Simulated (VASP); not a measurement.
# Al3GaN4 (Pm) in VASP: single point with LDA

Aim: the single point of Al3GaN4 with LDA.

Everything below comes from runs of VASP 6.6.1. Logs are shortened: lines on timing, memory, paths and dates and some standing lists are left out, and cuts for length are marked.

## 1. The cell of the first run

The structure is monoclinic, space group Pm (No. 6). The conventional cell has a = 5.038 Å, b = 3.125 Å, c = 5.411 Å, α = 90.00°, β = 90.04°, γ = 90.00°. Within 2.5 Å of Al (site symmetry m) lie 4 N at 1.87 to 1.90 Å. Al (site symmetry m) has 4 N at 1.89 to 1.90 Å within 2.5 Å. Al (site symmetry m) has 4 N at 1.89 to 1.90 Å within 2.5 Å. Ga (site symmetry m) has 4 N at 1.93 to 1.96 Å within 2.6 Å. N (site symmetry m) has 3 Al at 1.89 Å and 1 Ga at 1.96 Å within 2.5 Å. Within 2.5 Å of N (site symmetry m) lie 4 Al at 1.90 Å. Within 2.5 Å of N (site symmetry m) lie 2 Al at 1.87 to 1.89 Å and 2 Ga at 1.93 Å. N (site symmetry m) has 3 Al at 1.89 to 1.90 Å and 1 Ga at 1.95 Å within 2.5 Å.

## 2. Single point, LDA

POSCAR reads:

```
Al3GaN4
1.0
    5.0376935905      0.0000000000      0.0000000000
    0.0000000000      3.1254377800      0.0000000000
   -0.0033559659      0.0000000000      5.4111720837
Al Ga N
3 1 4
Direct
    0.5000987300      0.5000000000      0.1672803900
    0.0007635700      0.5000000000      0.8349643100
    0.0008865500      0.0000000000      0.3315828000
    0.4997148900      0.0000000000      0.6661637400
    0.1101354300      0.0000000000      0.6662955400
    0.1225865200      0.5000000000      0.1671738600
    0.6259035500      0.5000000000      0.8412775200
    0.6235097600      0.0000000000      0.3252628400
```

INCAR.step1 reads:

```
SYSTEM = Al3GaN4
PREC     = Accurate       ! precision mode
ENCUT    = 520            ! plane-wave cutoff, eV
EDIFF    = 1E-6           ! SCF threshold, eV
ISMEAR   = 0              ! smearing method
SIGMA    = 0.05           ! smearing width, eV
LREAL    = .False.        ! projectors in reciprocal space
LASPH    = .True.         ! aspherical terms in the spheres
NELM     = 80             ! most SCF steps
ALGO     = Normal         ! electronic algorithm
ISIF     = 2              ! what is computed and relaxed
LWAVE    = .False.        ! write WAVECAR
LCHARG   = .True.         ! write CHGCAR
NBANDS   = 31             ! bands
```

KPOINTS.step1 reads:

```
Automatic mesh
0
Gamma
  6 8 6
  0 0 0
```

INCAR.step2 reads:

```
SYSTEM = Al3GaN4
PREC     = Accurate       ! precision mode
ENCUT    = 520            ! plane-wave cutoff, eV
EDIFF    = 1E-6           ! SCF threshold, eV
ISMEAR   = -5             ! smearing method
SIGMA    = 0.05           ! smearing width, eV
LREAL    = .False.        ! projectors in reciprocal space
LASPH    = .True.         ! aspherical terms in the spheres
NELM     = 80             ! most SCF steps
ALGO     = Normal         ! electronic algorithm
ISIF     = 2              ! what is computed and relaxed
LWAVE    = .False.        ! write WAVECAR
LCHARG   = .False.        ! write CHGCAR
LORBIT   = 10             ! projections on sites
NBANDS   = 31             ! bands
NEDOS    = 2001           ! points of the DOS
ICHARG   = 11             ! starting density
```

KPOINTS.step2 reads:

```
Automatic mesh
0
Gamma
  9 12 9
  0 0 0
```

Potentials or basis: VASP PAW LDA potentials, release 64 (Al, Ga_d, N).

Launch:

```
> cat potpaw_LDA.64/Al/POTCAR potpaw_LDA.64/Ga_d/POTCAR potpaw_LDA.64/N/POTCAR > POTCAR
> cp INCAR.step1 INCAR
> cp KPOINTS.step1 KPOINTS
> mpirun -np 1 vasp_std > vasp.out
> cp INCAR.step2 INCAR
> cp KPOINTS.step2 KPOINTS
> mpirun -np 1 vasp_std > vasp.out
```

OUTCAR:

```text
SYSTEM = Al3GaN4
   PREC = Accurate
   ENCUT = 520
   EDIFF = 1E-6
   ISMEAR = -5
   LREAL = .False.
   LASPH = .True.
   NELM = 80
   ISIF = 2
   LORBIT = 10
   ICHARG = 11

 ion  position               nearest neighbor table
   1  0.500  0.500  0.167-   7 1.87   8 1.89   8 1.89   6 1.90   2 3.09   3 3.09   3 3.09   3 3.10
                             3 3.10   2 3.10   4 3.12   4 3.12   4 3.13   4 3.13
   2  0.001  0.500  0.835-   7 1.89   5 1.89   5 1.89   6 1.90   1 3.09   4 3.10   4 3.10   1 3.10
                             4 3.11   4 3.11   3 3.11   3 3.11   3 3.14   3 3.14
   3  0.001  0.000  0.332-   5 1.89   6 1.90   6 1.90   8 1.90   1 3.09   1 3.09   4 3.10   1 3.10
                             1 3.10   4 3.11   2 3.11   2 3.11   2 3.14   2 3.14
   4  0.500  0.000  0.666-   7 1.93   7 1.93   8 1.95   5 1.96   3 3.10   2 3.10   2 3.10   2 3.11
                             2 3.11   3 3.11   1 3.12   1 3.12   1 3.13   1 3.13
   5  0.110  0.000  0.666-   2 1.89   2 1.89   3 1.89   4 1.96
   6  0.123  0.500  0.167-   2 1.90   3 1.90   3 1.90   1 1.90
   7  0.626  0.500  0.841-   1 1.87   2 1.89   4 1.93   4 1.93
   8  0.624  0.000  0.325-   1 1.89   1 1.89   3 1.90   4 1.95

  LATTYP: Found a simple monoclinic cell.
 ALAT       =     5.0376935905
 B/A-ratio  =     0.6204104565
 C/A-ratio  =     1.0741370088
 COS(beta)  =    -0.0006201919

  Lattice vectors:

 A1 = (   5.0376935905,   0.0000000000,   0.0000000000)
 A2 = (   0.0000000000,   3.1254377800,   0.0000000000)
 A3 = (  -0.0033559659,   0.0000000000,   5.4111720837)

Analysis of symmetry for initial positions (statically):
=====================================================================
 Subroutine PRICEL returns:
 Original cell was already a primitive cell.

 Routine SETGRP: Setting up the symmetry group for a
 simple monoclinic supercell.

 Subroutine GETGRP returns: Found  2 space group operations
 (whereof  2 operations were pure point group operations)
 out of a pool of  4 trial point group operations.

The static configuration has the point symmetry C_1h.

Analysis of symmetry for dynamics (positions and initial velocities):
=====================================================================
 Subroutine PRICEL returns:
 Original cell was already a primitive cell.

 Routine SETGRP: Setting up the symmetry group for a
 simple monoclinic supercell.

 Subroutine GETGRP returns: Found  2 space group operations
 (whereof  2 operations were pure point group operations)
 out of a pool of  4 trial point group operations.

The dynamic configuration has the point symmetry C_1h.

 Subroutine INISYM returns: Found  2 space group operations
 (whereof  2 operations are pure point group operations),
 and found     1 'primitive' translations

----------------------------------------------------------------------------------------

                                     Primitive cell

  volume of cell :      85.1989

  direct lattice vectors                    reciprocal lattice vectors
     5.037693590  0.000000000  0.000000000     0.198503538  0.000000000  0.000123110
     0.000000000  3.125437780  0.000000000     0.000000000  0.319955178  0.000000000
    -0.003355966  0.000000000  5.411172084     0.000000000  0.000000000  0.184802846

  length of vectors
     5.037693590  3.125437780  5.411173124     0.198503576  0.319955178  0.184802846

  position of ions in fractional coordinates (direct lattice)
     0.500098730  0.500000000  0.167280390
     0.000763570  0.500000000  0.834964310
     0.000886550  0.000000000  0.331582800
     0.499714890  0.000000000  0.666163740
     0.110135430  0.000000000  0.666295540
     0.122586520  0.500000000  0.167173860
     0.625903550  0.500000000  0.841277520
     0.623509760  0.000000000  0.325262840

  ion indices of the primitive-cell ions
   primitive index   ion index
                 1           1
                 2           2
                 3           3
                 4           4
                 5           5
                 6           6
                 7           7
                 8           8

----------------------------------------------------------------------------------------

 KPOINTS: Automatic mesh

Automatic generation of k-mesh.
 Grid dimensions read from file:
 generate k-points for:    9   12    9

 Generating k-lattice:

  Cartesian coordinates                     Fractional coordinates (reciprocal lattice)
     0.022055949  0.000000000  0.000013679     0.111111111  0.000000000  0.000000000
     0.000000000  0.026662931  0.000000000     0.000000000  0.083333333  0.000000000
     0.000000000  0.000000000  0.020533650     0.000000000  0.000000000  0.111111111

  Length of vectors
     0.022055953  0.026662931  0.020533650

  Shift w.r.t. Gamma in fractional coordinates (k-lattice)
     0.000000000  0.000000000  0.000000000

 TETIRR: Found   2898 inequivalent tetrahedra from     5832

 Subroutine IBZKPT returns following result:
 ===========================================

 Found    287 irreducible k-points:

 Following reciprocal coordinates:
            Coordinates               Weight
  0.000000  0.000000  0.000000      1.000000
  0.111111  0.000000  0.000000      2.000000
  0.222222  0.000000 -0.000000      2.000000
  0.333333  0.000000  0.000000      2.000000
  0.444444  0.000000 -0.000000      2.000000
  0.000000  0.083333  0.000000      2.000000
[... 16 lines left out ...]
  0.222222  0.333333 -0.000000      4.000000
  0.333333  0.333333  0.000000      4.000000
 [... further k-points ...]
   k-points           NKPTS =    287   k-points in BZ     NKDIM =    287   number of bands    NBANDS=     31
   number of dos      NEDOS =   2001   number of ions     NIONS =      8
   total plane-waves  NPLWV =  38400
   dimension x,y,z NGX =    40 NGY =   24 NGZ =   40
   dimension x,y,z NGXF=    80 NGYF=   48 NGZF=   80
   ions per type =               3   1   4
   NGX,Y,Z   is equivalent  to a cutoff of  13.20, 12.77, 12.29 a.u.
   NGXF,Y,Z  is equivalent  to a cutoff of  26.40, 25.53, 24.58 a.u.
 SYSTEM =  Al3GaN4
   PREC   = accura    normal or accurate (medium, high low for compatibility)
   ISTART =      0    job   : 0-new  1-cont  2-samecut
   ICHARG =     11    charge: 1-file 2-atom 10-const
   ISPIN  =      1    spin polarized calculation?
   LNONCOLLINEAR =      F non collinear calculations
   LSORBIT =      F    spin-orbit coupling
   LASPH  =      T    aspherical Exc in radial PAW
   ENCUT  =  520.0 eV  38.22 Ry    6.18 a.u.   9.37  5.81 10.06*2*pi/ulx,y,z
   NELM   =     80;   NELMIN=  2; NELMDL=  0     # of ELM steps
   EDIFF  = 0.1E-05   stopping-criterion for ELM
   LREAL  =      F    real-space projection
   EDIFFG = 0.1E-04   stopping-criterion for IOM
   NSW    =      0    number of steps for IOM
   IBRION =     -1    ionic relax: 0-MD 1-quasi-New 2-CG
   NFREE  =      0    steps in history (QN), initial steepest desc. (CG)
   ISIF   =      2    stress and relaxation
   ISYM   =      2    0-nonsym 1-usesym 2-fastsym
   POTIM  = 0.5000    time-step for ionic-motion
   TEBEG  =    0.0;   TEEND  =   0.0 temperature during run
   PSTRESS=    0.0 pullay stress
   NELECT =      42.0000    total number of electrons
   NUPDOWN=      -1.0000    fix difference up-down
   EMIN   =  10.00;   EMAX   =-10.00  energy-range for DOS
   EFERMI =   0.00;   METHOD = LEGACY
   ISMEAR =    -5;   SIGMA  =   0.05  broadening in eV -4-tet -1-fermi 0-gaus
   EFERMI_NEDOS =   21; number of points for ismear=-14 and -15
   IALGO  =     38    algorithm
   IMIX   =      4    mixing-type and parameters
     AMIX     =   0.40;   BMIX     =  1.00
     AMIX_MAG =   1.60;   BMIX_MAG =  1.00
  volume/ion in A,a.u.               =      10.65        71.87
  Fermi-wavevector in a.u.,A,eV,Ry     =   1.293242  2.443874 22.755417  1.672476
  Thomas-Fermi vector in A             =   2.424900
   LORBIT       =     10    0 simple, 1 ext, 2 COOP (PROOUT), +10 PAW based schemes
   GGA     = CA    functional components
   LHFCALC =     F    Hartree Fock is set to
   AEXX    =    0.0000 exact exchange contribution
   IVDW    =     0    specifies the selected vdW correction
   LEPSILON=     F    determine dielectric tensor
   LRPA    =     F    only Hartree local field effects (RPA)
 non-spin polarized calculation
 Fermi weights with tetrahedron method with Bloechl corrections
  energy-cutoff  :      520.00
  volume of cell :       85.20
 maximum number of plane-waves:      2323
 NGX is ok and might be reduce to    40

 number of electron      41.9999990 magnetization

 Free energy of the ion-electron system (eV)
  ---------------------------------------------------
  ext. energy  EPLUGINS =         0.00000000
  ---------------------------------------------------
  free energy    TOTEN  =       -63.16755301 eV

  energy without entropy =      -63.16755301  energy(sigma->0) =      -63.16755301

 E-fermi :   5.6639     XC(G=0): -11.4966

 val. band max:        5.6500250198   @ k =   0.0000   0.0000   0.0000
 cond. band min:       9.2487394012   @ k =   0.0000   0.0000   0.0000
 fundamental gap:      3.5987143813
 Fermi energy:         5.6638719142

 k-point     1 :       0.0000    0.0000    0.0000
  band No.  band energies     occupation
      1      -9.5692      2.00000
      2      -8.2909      2.00000
      3      -8.2310      2.00000
      4      -7.3247      2.00000
      5      -7.2419      2.00000
      6      -7.1817      2.00000
[... 23 lines left out ...]
     30      16.5392      0.00000
     31      16.6160      0.00000

 k-point     2 :       0.1111    0.0000    0.0000
  band No.  band energies     occupation
      1      -9.5250      2.00000
      2      -8.2987      2.00000
      3      -8.2263      2.00000
      4      -7.3248      2.00000
      5      -7.2472      2.00000
      6      -7.2088      2.00000
[... 23 lines left out ...]
     30      16.4866      0.00000
     31      16.6662      0.00000

 k-point     3 :       0.2222    0.0000   -0.0000
  band No.  band energies     occupation
      1      -9.3968      2.00000
      2      -8.3313      2.00000
      3      -8.2181      2.00000
      4      -7.3251      2.00000
      5      -7.3140      2.00000
      6      -7.2371      2.00000
[... 703 lines left out ...]
     30      15.8715      0.00000
     31      16.7345      0.00000

 k-point    24 :       0.3333    0.3333    0.0000
  band No.  band energies     occupation
      1      -8.5750      2.00000
      2      -8.1424      2.00000
      3      -7.9714      2.00000
      4      -7.3411      2.00000
      5      -7.2300      2.00000
      6      -7.1779      2.00000
[... 23 lines left out ...]
     30      15.6946      0.00000
     31      16.8691      0.00000

 [... further k-points ...]

------------------------ aborting loop because EDIFF is reached ----------------------------------------

  FORCE on cell =-STRESS in cart. coord.  units (eV):
  Direction    XX          YY          ZZ          XY          YZ          ZX
  --------------------------------------------------------------------------------------
  -------------------------------------------------------------------------------------
  Total       -1.8402279     -1.9330188     -1.9631068      0.0000000      0.0000000     -0.0160572
  in kB      -34.6057477    -36.3506940    -36.9165035      0.0000000      0.0000000     -0.3019581
  external PRESSURE =     -35.9576484 kB  Pullay stress =       0.0000000 kB

 VOLUME and BASIS-vectors are now :
 -----------------------------------------------------------------------------
  energy-cutoff  :      520.00
  volume of cell :       85.20
      direct lattice vectors                 reciprocal lattice vectors
     5.037693590  0.000000000  0.000000000     0.198503538  0.000000000  0.000123110
     0.000000000  3.125437780  0.000000000     0.000000000  0.319955178  0.000000000
    -0.003355966  0.000000000  5.411172084     0.000000000  0.000000000  0.184802846

 POSITION                                       TOTAL-FORCE (eV/Angst)
 -----------------------------------------------------------------------------------
      2.51878      1.56272      0.90518        -0.010515      0.000000      0.012710
      0.00104      1.56272      4.51814         0.017465      0.000000      0.010094
      0.00335      0.00000      1.79425         0.013629      0.000000     -0.010387
      2.51517      0.00000      3.60473        -0.018401      0.000000      0.006093
      0.55259      0.00000      3.60544         0.140263      0.000000     -0.001464
      0.61699      1.56272      0.90461         0.006380      0.000000     -0.000362
      3.15029      1.56272      4.55230        -0.105163      0.000000     -0.154552
      3.13996      0.00000      1.76005        -0.043658      0.000000      0.137868
 -----------------------------------------------------------------------------------
    total drift:                               -0.000634      0.000000     -0.001151

  FREE ENERGIE OF THE ION-ELECTRON SYSTEM (eV)
  ---------------------------------------------------
  free  energy   TOTEN  =       -63.1675530092 eV

  energy  without entropy=      -63.1675530092  energy(sigma->0) =      -63.16755301

 total charge

# of ion       s       p       d       tot
------------------------------------------
    1        0.378   0.455   0.000   0.833
    2        0.376   0.451   0.000   0.827
    3        0.374   0.446   0.000   0.820
    4        0.795   0.927  10.189  11.910
    5        1.210   2.578   0.000   3.787
    6        1.209   2.601   0.000   3.809
    7        1.211   2.567   0.000   3.777
    8        1.210   2.582   0.000   3.792
--------------------------------------------------
tot          6.762  12.606  10.189  29.557
```

Wall time 14 min (1 thread of Intel Xeon 8259CL, shared host); peak memory 0.66 GiB.

Results:

| Item | Value |
| --- | --- |
| Valence electrons inside the program's atomic spheres | Al 0.83, 0.82 (each value once); Ga 11.91; N 3.79, 3.81, 3.78 (each value once) |

Levels at points of the mesh, in eV from the valence-band top:
| k point | band 19 | band 20 | band 21 | band 22 | band 23 | band 24 |
| --- | --- | --- | --- | --- | --- | --- |
| (0.00, 0.00, 0.00) | -0.09 | -0.01 | 0.00 | 3.60 | 5.44 | 5.88 |
| (0.00, 0.50, 0.00) | -1.83 | -1.57 | -1.49 | 5.62 | 5.63 | 7.57 |
